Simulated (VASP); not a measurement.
# Li4Nb4O11 (a cell with a defect) in VASP: further runs, part 2 of 2

VASP 6.6.1. The steps go on from the part before.

### Step 5. Single point, PBEsol

INCAR

```
SYSTEM = Li4Nb4O11
ALGO = Normal ; EDIFF = 1E-6
ENCUT = 520 ; GGA = PS
ISIF = 2 ; ISMEAR = 0
LASPH = .TRUE. ; LCHARG = .FALSE.
LREAL = Auto ; LWAVE = .FALSE.
NBANDS = 80 ; NELECT = 128.0
NELM = 80 ; PREC = Accurate
SIGMA = 0.05
```

KPOINTS

```
k-points
0
G
  4 4 4
  0 0 0
```

POSCAR

```
Li4Nb4O11
1.0
    5.1825903872      0.0000000000      0.0000000000
    0.0000000000      2.9921699552     -4.5492247954
    0.0000000000      5.9843399104      4.5492247953
Li Nb O
4 4 11
Direct
    0.0000000000      0.5000000000      0.2500000000
    0.5000000000      0.0000000000      0.7500000000
    0.0000000000      0.5000000000      0.7500000000
    0.5000000000      0.0000000000      0.2500000000
    0.0000000000      0.0000000000      0.0000000000
    0.5000000000      0.5000000000      0.5000000000
    0.0000000000      0.0000000000      0.5000000000
    0.5000000000      0.5000000000      0.0000000000
    0.8795714442      0.0000000000      0.2500000000
    0.3795714442      0.5000000000      0.7500000000
    0.8102142779      0.6897857221      0.9397857221
    0.8102142779      0.3102142779      0.5602142779
    0.3102142779      0.8102142779      0.0602142779
    0.1204285558      0.0000000000      0.7500000000
    0.6204285558      0.5000000000      0.2500000000
    0.6897857221      0.8102142779      0.5602142779
    0.1897857221      0.3102142779      0.0602142779
    0.0982721337      0.4944094688      0.4397857221
    0.6897857221      0.1897857221      0.9397857221
```

Potentials or basis: VASP PAW PBE potentials, release 64 (Li_sv, Nb_sv, O).

The run is started by

```bash
$ cat potpaw_PBE.64/Li_sv/POTCAR potpaw_PBE.64/Nb_sv/POTCAR potpaw_PBE.64/O/POTCAR > POTCAR
$ mpirun -np 1 vasp_std > vasp.out
```

OUTCAR:

```text
SYSTEM = Li4Nb4O11
   EDIFF = 1E-6
   ENCUT = 520
   GGA = PS
   ISIF = 2
   ISMEAR = 0
   LASPH = .TRUE.
   LREAL = Auto
   NELECT = 128.0
   NELM = 80
   PREC = Accurate

 ion  position               nearest neighbor table
   1  0.000  0.500  0.250-  18 1.52  15 1.97  17 1.97
[... 2152 lines left out ...]
  -------------------------------------------------------------------------------------
  Total      -27.1986825    -21.7784387    -24.0214886      0.2899291      4.1810383     -2.3861215
  in kB     -205.9048873   -164.8714772   -181.8522605      2.1948793     31.6521294    -18.0638928
  external PRESSURE =    -184.2095417 kB  Pullay stress =       0.0000000 kB

 VOLUME and BASIS-vectors are now :
 -----------------------------------------------------------------------------
  energy-cutoff  :      520.00
  volume of cell :      211.64
      direct lattice vectors                 reciprocal lattice vectors
     5.182590387  0.000000000  0.000000000     0.192953702  0.000000000  0.000000000
     0.000000000  2.992169955 -4.549224795     0.000000000  0.111401872 -0.146545114
     0.000000000  5.984339910  4.549224795     0.000000000  0.111401872  0.073272557

 POSITION                                       TOTAL-FORCE (eV/Angst)
 -----------------------------------------------------------------------------------
      0.00000      2.99217     -1.13731        -1.547346     -3.652668     -2.775583
      2.59130      4.48825      3.41192         0.260504      0.701169      0.544354
      0.00000      5.98434      1.13731         0.107614      0.284196      0.143531
      2.59130      1.49608      1.13731         0.545594     -1.126591     -0.594087
      0.00000      0.00000      0.00000        -0.215974      0.085641     -0.110662
      2.59130      4.48825     -0.00000        -0.474350      1.302098     -1.213591
[... 11 lines left out ...]
      0.50930      4.11118     -0.24850         6.650830      3.932619      1.101580
      3.57488      6.19187      3.41192         0.230018      0.042800      0.089758
 -----------------------------------------------------------------------------------
    total drift:                                0.003740      0.004740      0.003296

  FREE ENERGIE OF THE ION-ELECTRON SYSTEM (eV)
  ---------------------------------------------------
  free  energy   TOTEN  =      -163.1505627920 eV

  energy  without entropy=     -163.1505627920  energy(sigma->0) =     -163.15056279
```

OSZICAR:

```text
N       E                     dE             d eps       ncg     rms          rms(c)
DAV:   1     0.147083823485E+04    0.14708E+04   -0.67622E+04  5760   0.169E+03
DAV:   2    -0.327611493602E+02   -0.15036E+04   -0.14338E+04  6976   0.602E+02
DAV:   3    -0.186869935598E+03   -0.15411E+03   -0.15237E+03  8488   0.175E+02
DAV:   4    -0.199409913076E+03   -0.12540E+02   -0.12498E+02 10608   0.451E+01
DAV:   5    -0.200382413717E+03   -0.97250E+00   -0.97161E+00  8920   0.950E+00    0.358E+01
DAV:   6    -0.165085453836E+03    0.35297E+02   -0.16290E+02  8000   0.560E+01    0.167E+01
DAV:   7    -0.164198606606E+03    0.88685E+00   -0.22052E+01  8496   0.214E+01    0.838E+00
DAV:   8    -0.163288527238E+03    0.91008E+00   -0.27790E+00  9232   0.816E+00    0.508E+00
DAV:   9    -0.163183859354E+03    0.10467E+00   -0.97447E-01  7912   0.440E+00    0.208E+00
DAV:  10    -0.163161066026E+03    0.22793E-01   -0.27124E-01  8736   0.285E+00    0.108E+00
DAV:  11    -0.163154772591E+03    0.62934E-02   -0.47374E-02  8064   0.112E+00    0.676E-01
DAV:  12    -0.163150381502E+03    0.43911E-02   -0.17054E-02  8792   0.625E-01    0.177E-01
DAV:  13    -0.163150560795E+03   -0.17929E-03   -0.25994E-03  9696   0.226E-01    0.803E-02
DAV:  14    -0.163150557829E+03    0.29667E-05   -0.31138E-04  8864   0.861E-02    0.407E-02
DAV:  15    -0.163150563068E+03   -0.52393E-05   -0.54077E-05  7128   0.386E-02    0.131E-02
DAV:  16    -0.163150563007E+03    0.60543E-07   -0.15900E-05  9456   0.227E-02    0.835E-03
DAV:  17    -0.163150562792E+03    0.21548E-06   -0.14430E-06  4056   0.758E-03
   1 F= -.16315056E+03 E0= -.16315056E+03  d E =-.214427E-16
```

stdout:

```text
POSCAR found type information on POSCAR LiNbO
 POSCAR found :  3 types and      19 ions
 scaLAPACK will be used
 -----------------------------------------------------------------------------
|                                                                             |
|                                                                             |
|     You enforced a specific xc type in the INCAR file but a different       |
|     I HOPE YOU KNOW WHAT YOU ARE DOING!                                     |
|                                                                             |
 -----------------------------------------------------------------------------

 LDA part: xc-table for (Slater+PW92), standard interpolation
 POSCAR, INCAR and KPOINTS ok, starting setup
 FFT: planning ... GRIDC
 FFT: planning ... GRID_SOFT
 FFT: planning ... GRID
 WAVECAR not read
 entering main loop
 the old and the new charge density differ
 old charge density:   130.00000 new  128.00000
    0.358E+01
```

It took 18 min on 1 thread of Intel Xeon Platinum 8259CL at 2.50GHz (Skylake/Cascade Lake), shared host; peak memory 0.52 GiB.

What came out:

```yaml
Free_energy: -163.1506 eV
Largest_force: 7.805 eV/Å
```

Forces in eV/Å, atoms in the order of the input:
```
Li  -1.547 -3.653 -2.776
Li   0.261  0.701  0.544
Li   0.108  0.284  0.144
Li   0.546 -1.127 -0.594
Nb  -0.216  0.086 -0.111
Nb  -0.474  1.302 -1.214
Nb  -4.937  1.402  0.201
Nb   0.031 -0.356 -0.059
O    1.061  2.007  1.817
O    0.492 -1.466 -0.851
O    0.017  0.206 -0.244
O   -1.654 -1.660  2.532
O   -0.080  0.349  0.054
O    0.317 -2.762 -1.961
O   -0.847  1.522  1.588
O   -0.027 -0.502 -0.544
O    0.070 -0.309  0.282
O    6.651  3.933  1.102
O    0.230  0.043  0.090
```

Levels at points of the mesh, in eV from the Fermi level:
```csv
k point,band 60,band 61,band 62,band 63,band 64,band 65,band 66,band 67,band 68,band 69
"(0.00, 0.00, 0.00)",-1.09,-0.57,-0.53,-0.48,-0.41,0.69,0.94,1.41,1.59,2.16
"(0.50, 0.00, 0.00)",-1.19,-1.04,-0.53,-0.44,-0.40,0.31,1.45,1.59,2.02,2.35
"(0.00, 0.50, 0.00)",-1.17,-1.09,-0.57,-0.53,-0.48,0.96,1.48,1.79,2.07,2.29
"(0.50, 0.50, 0.00)",-1.22,-1.06,-0.98,-0.94,-0.70,0.44,1.37,1.45,1.61,2.22
"(0.00, 0.00, 0.50)",-1.07,-0.58,-0.52,-0.45,-0.38,0.65,0.95,1.95,2.21,2.40
"(0.50, 0.00, 0.50)",-0.90,-0.81,-0.50,-0.43,-0.30,0.28,1.68,1.95,2.14,2.56
"(0.00, 0.50, 0.50)",-0.93,-0.81,-0.61,-0.50,-0.47,1.04,1.64,1.96,2.28,2.58
"(0.50, 0.50, 0.50)",-1.13,-1.06,-1.02,-0.94,-0.57,0.41,1.52,2.01,2.18,2.65
```

Caveat: the cell carries a net charge on a neutralising background, which shifts energy and pressure; the cell differs from its parent crystal (atoms taken out, atom 18 moved 0.333 of the way to it and -0.700 Å across, host rigid); the cell is charged against a uniform background, so pressure and absolute levels hang on convention; the cutoff is under 1.25 times the usual one of these potentials, so pressure, stress and relaxed cells hold a basis-set (Pulay) error; the PAW data sets were made with another functional, which shifts forces and pressure a little.

### Step 6. Single point, PBEsol

INCAR

```
SYSTEM = Li4Nb4O11
PREC     = Accurate       ! precision mode
ENCUT    = 520            ! plane-wave cutoff, eV
EDIFF    = 1E-6           ! SCF threshold, eV
ISMEAR   = 0              ! smearing method
SIGMA    = 0.05           ! smearing width, eV
LREAL    = Auto         
LASPH    = .TRUE.         ! aspherical terms in the spheres
NELM     = 80             ! most SCF steps
ALGO     = Normal         ! electronic algorithm
ISIF     = 2              ! what is computed and relaxed
LWAVE    = .FALSE.        ! write WAVECAR
LCHARG   = .TRUE.         ! write CHGCAR
GGA      = PS             ! functional
LELF     = .TRUE.         ! ELF
LVHAR    = .TRUE.       
NBANDS   = 80             ! bands
NELECT   = 128.0
```

KPOINTS

```
regular mesh
0
G
  4 4 4
  0 0 0
```

Changes to POSCAR since step 5:

```diff
@@ -25,3 +25,3 @@
     0.1897857221      0.3102142779      0.0602142779
-    0.0982721337      0.4944094688      0.4397857221
+    0.2135881547      0.7827097719      0.4397857221
     0.6897857221      0.1897857221      0.9397857221
```

Potentials or basis: VASP PAW PBE potentials, release 64 (Li_sv, Nb_sv, O).

The run is started by

```bash
$ cat potpaw_PBE.64/Li_sv/POTCAR potpaw_PBE.64/Nb_sv/POTCAR potpaw_PBE.64/O/POTCAR > POTCAR
$ mpirun -np 1 vasp_std > vasp.out
```

Wall time 28 min (1 thread of Intel Xeon 8259CL, shared host); peak memory 0.53 GiB.

The run converged. Its results:

```
Free energy   : -164.9302 eV
Largest force : 9.599 eV/Å
```

Forces in eV/Å, atoms in the order of the input:
```
Li  -0.339 -0.494 -0.739
Li   0.083  0.561  0.575
Li  -0.242  0.617  0.410
Li   0.346 -1.105 -0.157
Nb  -0.185 -0.386 -0.008
Nb   4.411  3.226 -2.046
Nb  -7.667  3.531 -0.345
Nb   0.364 -0.075 -0.172
O    0.200  1.234  0.232
O   -0.277 -2.788 -1.546
O   -0.279  0.032  0.074
O   -1.742  0.813 -2.353
O    0.093 -0.061  0.246
O    0.092 -0.689 -1.146
O   -1.020  1.679  2.001
O   -0.285 -1.086  0.794
O    0.168  0.457  0.196
O    6.436 -5.719  4.244
O   -0.158  0.251 -0.262
```

Levels at points of the mesh, in eV from the Fermi level:
```
           k point  band 60  band 61  band 62  band 63  band 64  band 65  band 66  band 67  band 68  band 69
(0.00, 0.00, 0.00)    -1.04    -0.98    -0.55    -0.50    -0.39     0.38     1.16     1.50     1.66     2.21
(0.50, 0.00, 0.00)    -1.36    -1.11    -0.79    -0.51    -0.40     0.58     1.47     1.83     2.13     2.63
(0.00, 0.50, 0.00)    -1.32    -1.17    -0.83    -0.54    -0.47     1.05     1.26     1.64     2.21     2.64
(0.50, 0.50, 0.00)    -1.21    -1.08    -1.01    -0.91    -0.89     0.80     1.00     1.49     1.57     2.32
(0.00, 0.00, 0.50)    -1.08    -1.02    -0.53    -0.44    -0.36     0.30     1.17     2.03     2.26     2.43
(0.50, 0.00, 0.50)    -0.95    -0.89    -0.68    -0.50    -0.40     0.48     1.76     1.96     2.40     3.03
(0.00, 0.50, 0.50)    -1.03    -0.93    -0.72    -0.52    -0.48     0.90     1.35     2.01     2.44     3.00
(0.50, 0.50, 0.50)    -1.19    -1.07    -1.03    -0.99    -0.87     0.75     0.99     2.08     2.18     2.80
```

Caveat: the cell carries a net charge on a neutralising background, which shifts energy and pressure; the cell differs from its parent crystal (atoms taken out, atom 18 moved -0.167 of the way to it and +0.233 Å across, host rigid); the cell is charged against a uniform background, so pressure and absolute levels hang on convention; the cutoff is under 1.25 times the usual one of these potentials, so pressure, stress and relaxed cells hold a basis-set (Pulay) error; the PAW data sets were made with another functional, which shifts forces and pressure a little.
